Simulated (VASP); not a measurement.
# HfSi3 (Pm-3m) in VASP: single point with PBE

Aim: the single point of HfSi3 with PBE.

All numbers are computed with VASP 6.6.1; they aren't measurements. Logs are shortened: lines on timing, memory, paths and dates and some standing lists are left out, and cuts for length are marked.

## 1. The cell of the first run

Symmetry: Pm-3m, No. 221, cubic system. Conventional cell: a = 3.974 Å, b = 3.974 Å, c = 3.974 Å, α = 90.00°, β = 90.00°, γ = 90.00°. Hf (site symmetry m-3m) has 12 Si at 2.81 Å within 3.7 Å. Within 3.7 Å of Si (site symmetry 4/mmm) lie 4 Hf at 2.81 Å and 8 Si at 2.81 Å.

## 2. Single point, PBE, non-collinear spin, zero start, spin-orbit coupling

File POSCAR:

```
HfSi3
1.0
    3.9735079819      0.0000000000      0.0000000000
    0.0000000000      3.9735079819      0.0000000000
    0.0000000000      0.0000000000      3.9735079819
Hf Si
1 3
Direct
    0.0000000000      0.0000000000      0.0000000000
    0.0000000000      0.5000000000      0.5000000000
    0.5000000000      0.5000000000      0.0000000000
    0.5000000000      0.0000000000      0.5000000000
```

File INCAR.step1:

```
SYSTEM = HfSi3
PREC = Accurate ; ENCUT = 520
EDIFF = 1E-7 ; ISMEAR = 0
SIGMA = 0.05 ; LREAL = .False.
LASPH = .True. ; NELM = 150
ALGO = Normal ; ISIF = 2
LWAVE = .False. ; LCHARG = .True.
LNONCOLLINEAR = .True. ; MAGMOM = 0 0 0 0 0 0 0 0 0 0 0 0
LSORBIT = .True. ; GGA_COMPAT = .False.
LORBMOM = .True. ; LMAXMIX = 4
GGA = PE ; NBANDS = 36
```

File KPOINTS.step1:

```
regular mesh
0
Gamma
  8 8 8
  0 0 0
```

File INCAR.step2:

```
SYSTEM = HfSi3
PREC = Accurate ; ENCUT = 520
EDIFF = 1E-7 ; ISMEAR = -5
SIGMA = 0.05 ; LREAL = .False.
LASPH = .True. ; NELM = 150
ALGO = Normal ; ISIF = 2
LWAVE = .False. ; LCHARG = .False.
LNONCOLLINEAR = .True. ; MAGMOM = 0 0 0 0 0 0 0 0 0 0 0 0
LORBIT = 11 ; LSORBIT = .True.
GGA_COMPAT = .False. ; LORBMOM = .True.
LMAXMIX = 4 ; GGA = PE
NEDOS = 1001 ; ICHARG = 11
```

File KPOINTS.step2:

```
regular mesh
0
Gamma
  12 12 12
  0 0 0
```

Potentials or basis: VASP PAW PBE potentials, release 64 (Hf_pv, Si).

Command:

```sh
$ cat potpaw_PBE.64/Hf_pv/POTCAR potpaw_PBE.64/Si/POTCAR > POTCAR
$ cp INCAR.step1 INCAR
$ cp KPOINTS.step1 KPOINTS
$ mpirun -np 1 vasp_ncl > vasp.out
$ cp INCAR.step2 INCAR
$ cp KPOINTS.step2 KPOINTS
$ mpirun -np 1 vasp_ncl > vasp.out
```

OUTCAR:

```text
SYSTEM = HfSi3
   PREC = Accurate
   ENCUT = 520
   EDIFF = 1E-7
   ISMEAR = -5
   LREAL = .False.
   LASPH = .True.
   NELM = 150
   ISIF = 2
   LNONCOLLINEAR = .True.
   LORBIT = 11
   LSORBIT = .True.
   GGA = PE
   ICHARG = 11

 ion  position               nearest neighbor table
   1  0.000  0.000  0.000-   2 2.81   3 2.81   4 2.81   2 2.81   4 2.81   2 2.81   3 2.81   2 2.81
                             3 2.81   4 2.81   4 2.81   3 2.81
   2  0.000  0.500  0.500-   1 2.81   3 2.81   4 2.81   1 2.81   3 2.81   1 2.81   4 2.81   1 2.81
                             3 2.81   4 2.81   3 2.81   4 2.81
   3  0.500  0.500  0.000-   1 2.81   2 2.81   4 2.81   2 2.81   4 2.81   1 2.81   4 2.81   4 2.81
                             1 2.81   2 2.81   2 2.81   1 2.81
   4  0.500  0.000  0.500-   1 2.81   2 2.81   3 2.81   1 2.81   3 2.81   2 2.81   3 2.81   3 2.81
                             1 2.81   2 2.81   1 2.81   2 2.81

  LATTYP: Found a simple cubic cell.
 ALAT       =     3.9735079819

  Lattice vectors:

 A1 = (   3.9735079819,   0.0000000000,   0.0000000000)
 A2 = (   0.0000000000,   3.9735079819,   0.0000000000)
 A3 = (   0.0000000000,   0.0000000000,   3.9735079819)

Analysis of symmetry for initial positions (statically):
=====================================================================
 Subroutine PRICEL returns:
 Original cell was already a primitive cell.

 Routine SETGRP: Setting up the symmetry group for a
 simple cubic supercell.

 Subroutine GETGRP returns: Found 48 space group operations
 (whereof 48 operations were pure point group operations)
 out of a pool of 48 trial point group operations.

The static configuration has the point symmetry O_h .

Analysis of symmetry for dynamics (positions and initial velocities):
=====================================================================
 Subroutine PRICEL returns:
 Original cell was already a primitive cell.

 Routine SETGRP: Setting up the symmetry group for a
 simple cubic supercell.

 Subroutine GETGRP returns: Found 48 space group operations
 (whereof 48 operations were pure point group operations)
 out of a pool of 48 trial point group operations.

The dynamic configuration has the point symmetry O_h .

Analysis of structural, dynamic, and magnetic symmetry:
=====================================================================
 Subroutine PRICEL returns:
 Original cell was already a primitive cell.

 Routine SETGRP: Setting up the symmetry group for a
 simple cubic supercell.

 Subroutine GETGRP returns: Found 48 space group operations
 (whereof 48 operations were pure point group operations)
 out of a pool of 48 trial point group operations.

The overall configuration has the point symmetry O_h .
[... 980 lines left out ...]

  FREE ENERGIE OF THE ION-ELECTRON SYSTEM (eV)
  ---------------------------------------------------
  free  energy   TOTEN  =       -27.0946384315 eV

  energy  without entropy=      -27.0946384315  energy(sigma->0) =      -27.09463843

 orbital moment (x)

 # of ion     p       d       tot
 ----------------------------------------
  1         0.000  -0.000  -0.000
  2         0.000   0.000   0.000
  3         0.000   0.000   0.000
  4        -0.000   0.000  -0.000
 ----------------------------------------
           -0.000  -0.000  -0.000

 orbital moment (y)

 # of ion     p       d       tot
 ----------------------------------------
  1         0.000   0.000   0.000
  2         0.000   0.000   0.000
  3        -0.000   0.000  -0.000
  4         0.000   0.000   0.000
 ----------------------------------------
           -0.000   0.000   0.000

 orbital moment (z)

 # of ion     p       d       tot
 ----------------------------------------
  1         0.000   0.000   0.000
  2         0.000   0.000   0.000
  3         0.000   0.000   0.000
  4         0.000   0.000   0.000
 ----------------------------------------
            0.000   0.000   0.000

 Spin-Orbit-Coupling matrix elements

 Ion:    1  E_soc:     -1.3444153
 l=   1
     0.0000000    -0.2153956    -0.2153956
    -0.2153956     0.0000000    -0.2153956
    -0.2153956    -0.2153956     0.0000000
 l=   2
     0.0000000    -0.0019453     0.0000000    -0.0019453    -0.0067283
    -0.0019453     0.0000000    -0.0050462    -0.0019453    -0.0016821
     0.0000000    -0.0050462     0.0000000    -0.0050462     0.0000000
    -0.0019453    -0.0019453    -0.0050462     0.0000000    -0.0016821
    -0.0067283    -0.0016821     0.0000000    -0.0016821     0.0000000
 l=   3
     0.0000000     0.0000000     0.0000000     0.0000000     0.0000000     0.0000000     0.0000000
     0.0000000     0.0000000     0.0000000     0.0000000     0.0000000     0.0000000     0.0000000
     0.0000000     0.0000000     0.0000000     0.0000000     0.0000000     0.0000000     0.0000000
     0.0000000     0.0000000     0.0000000     0.0000000     0.0000000     0.0000000     0.0000000
[... 49 lines left out ...]
 l=   2
     0.0000000     0.0000000     0.0000000     0.0000000     0.0000000
     0.0000000     0.0000000     0.0000000     0.0000000     0.0000000
     0.0000000     0.0000000     0.0000000     0.0000000     0.0000000
     0.0000000     0.0000000     0.0000000     0.0000000     0.0000000
     0.0000000     0.0000000     0.0000000     0.0000000     0.0000000
 l=   3
     0.0000000     0.0000000     0.0000000     0.0000000     0.0000000     0.0000000     0.0000000
     0.0000000     0.0000000     0.0000000     0.0000000     0.0000000     0.0000000     0.0000000
     0.0000000     0.0000000     0.0000000     0.0000000     0.0000000     0.0000000     0.0000000
     0.0000000     0.0000000     0.0000000     0.0000000     0.0000000     0.0000000     0.0000000
     0.0000000     0.0000000     0.0000000     0.0000000     0.0000000     0.0000000     0.0000000
     0.0000000     0.0000000     0.0000000     0.0000000     0.0000000     0.0000000     0.0000000
     0.0000000     0.0000000     0.0000000     0.0000000     0.0000000     0.0000000     0.0000000

 total charge

# of ion       s       p       d       tot
------------------------------------------
    1        0.310   6.435   1.746   8.491
    2        0.801   0.788   0.000   1.590
    3        0.801   0.788   0.000   1.590
    4        0.801   0.788   0.000   1.590
--------------------------------------------------
tot          2.714   8.800   1.746  13.260

 magnetization (x)

# of ion       s       p       d       tot
------------------------------------------
    1       -0.000  -0.000   0.000   0.000
    2        0.000   0.000   0.000   0.000
    3       -0.000   0.000   0.000   0.000
    4       -0.000  -0.000   0.000  -0.000
--------------------------------------------------
tot         -0.000  -0.000   0.000   0.000

 magnetization (y)

# of ion       s       p       d       tot
------------------------------------------
    1        0.000   0.000   0.000   0.000
    2        0.000   0.000   0.000   0.000
    3       -0.000  -0.000   0.000  -0.000
    4        0.000   0.000   0.000   0.000
--------------------------------------------------
tot          0.000  -0.000   0.000   0.000

 magnetization (z)

# of ion       s       p       d       tot
------------------------------------------
    1       -0.000  -0.000  -0.000  -0.000
    2       -0.000   0.000   0.000  -0.000
    3        0.000  -0.000   0.000   0.000
    4       -0.000  -0.000   0.000  -0.000
--------------------------------------------------
tot         -0.000  -0.000  -0.000  -0.000
```

Run time: 7.6 min. Hardware: 1 thread of Oxide Virtual Turin-like, shared host; peak memory 0.38 GiB.

What came out:

```yaml
Net_moment: 0.00 μB per cell
Valence_electrons_inside_the_program's_atomic_spheres: Hf 8.49; Si 1.59
```

Moments on the atoms (μB; x, y, z):
```
Hf  0.00 0.00 0.00
Si  0.00 0.00 0.00
Si  0.00 0.00 0.00
Si  0.00 0.00 0.00
```
